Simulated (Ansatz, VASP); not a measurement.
## MgCd3Se4 in VASP and in Ansatz

```
Mg Cd Se
1.0
     4.02054    0.00000    0.00000
     0.00000    4.02054    0.00000
     0.00000    0.00000   11.39332
Mg Cd Se
1 3 4
Direct
  0.00000 0.00000 0.50000
  0.00000 0.00000 0.00000
  0.50000 0.50000 0.25197
  0.50000 0.50000 0.74803
  0.00000 0.00000 0.25516
  0.50000 0.50000 0.50000
  0.00000 0.00000 0.74484
  0.50000 0.50000 0.00000
```

Alike in both runs: functional PBE; k mesh 10 × 10 × 4; occupations gaussian, width 0.1 eV; no spin polarisation.

Ansatz relaxed the structure, and its values are those at the end. VASP's run is a single point on that final structure, the one shown.

|  | VASP | Ansatz |
| --- | --- | --- |
| version | VASP 6.6.1 | Ansatz 0.2.0 |
| potentials or method | VASP PAW PBE potentials, release 64 (Mg, Cd, Se), cutoff 520 eV | scalar-relativistic, plane waves, PAW |
| valence electrons in the cell | 62 | 134 |

VASP gave:

| Item | Value |
| --- | --- |
| gap on the k mesh at the Fermi level (eV) | none |
| pressure (GPa) | 0.2 |
| rms of the force components (eV/Å) | 0.005 |

What did Ansatz give for the same quantities?

gap on the k mesh at the Fermi level (eV): none; pressure (GPa): 0.0; rms of the force components (eV/Å): 0.002.

A gap of «none» marks a metal or a gap that the smearing closes. VASP's potentials hold 62 valence electrons a cell and Ansatz's 134, so a difference there can come from the potentials and not from the codes.
